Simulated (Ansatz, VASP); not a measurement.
**Two plane-wave programs on Ti3Al**

Contents of INCAR:

```
PREC = Accurate
ENCUT = 520
EDIFF = 1E-6
ISMEAR = 0
SIGMA = 0.15
LREAL = False
LASPH = True
NELM = 60
ALGO = Fast
ISIF = 2
LWAVE = False
LCHARG = False
GGA = PS
NBANDS = 28
```

KPOINTS

```
regular mesh
0
Gamma
  15 15 6
```

POSCAR

```
Ti3Al
1.0
    2.9216842402      0.0000000000      0.0000000000
   -1.4608421201      2.5302527739      0.0000000000
    0.0000000000      0.0000000000      8.9751218176
Ti Al
3 1
Direct
    0.6666666667      0.3333333333      0.0000000000
    0.3333333333      0.6666666667      0.7511732072
    0.3333333333      0.6666666667      0.2488267928
    0.6666666667      0.3333333333      0.5000000000
```

Input for Ansatz:

```yaml
crystal:
  lattice:
    - [2.9216842402, 0.0, 0.0]
    - [-1.4608421201, 2.5302527739, 0.0]
    - [0.0, 0.0, 8.9751218176]
  atoms:
    - { symbol: Ti, position: [0.6666666667, 0.3333333333, 0.0] }
    - { symbol: Ti, position: [0.3333333333, 0.6666666667, 0.7511732072] }
    - { symbol: Ti, position: [0.3333333333, 0.6666666667, 0.2488267928] }
    - { symbol: Al, position: [0.6666666667, 0.3333333333, 0.5] }
basis:
  ecutwfc: 520.0
kpoints:
  mp_grid: { grid: [15, 15, 6] }
hamiltonian:
  xc: pbesol
  pseudopotentials: { kind: paw, azcp: { folder: soft_1 } }
scf:
  occupations: { method: gaussian, width: 0.15 }
output:
  forces: true
  stress: true
  eigenvalues: true
```

Alike in both runs: task single point; functional PBEsol; k mesh 15 × 15 × 6; occupations gaussian, width 0.15 eV; no spin polarisation.

```csv
,VASP,Ansatz
version,VASP 6.6.1,Ansatz 0.2.0
potentials or method,"VASP PAW PBE potentials, release 64 (Ti_sv, Al), cutoff 520 eV","scalar-relativistic, plane waves, PAW"
valence electrons in the cell,39,39
```

|  | VASP | Ansatz | Ansatz less VASP |
| --- | --- | --- | --- |
| gap on the k mesh at the Fermi level (eV) | none | none | - |
| pressure (GPa) | 0.1 | 0.3 | +0.15 |
| traceless stress, the component that is largest in VASP (GPa) | 3.04 | 3.00 | -0.038 |
| rms of the force components (eV/Å) | 0.024 | 0.019 | -0.0051 |

VASP's potentials were made for PBE, not for PBEsol, and Ansatz warns of the same on its side. Atom by atom the forces differ by 0.005 eV/Å (rms over components). A gap of «none» marks a metal or a gap that the smearing closes.
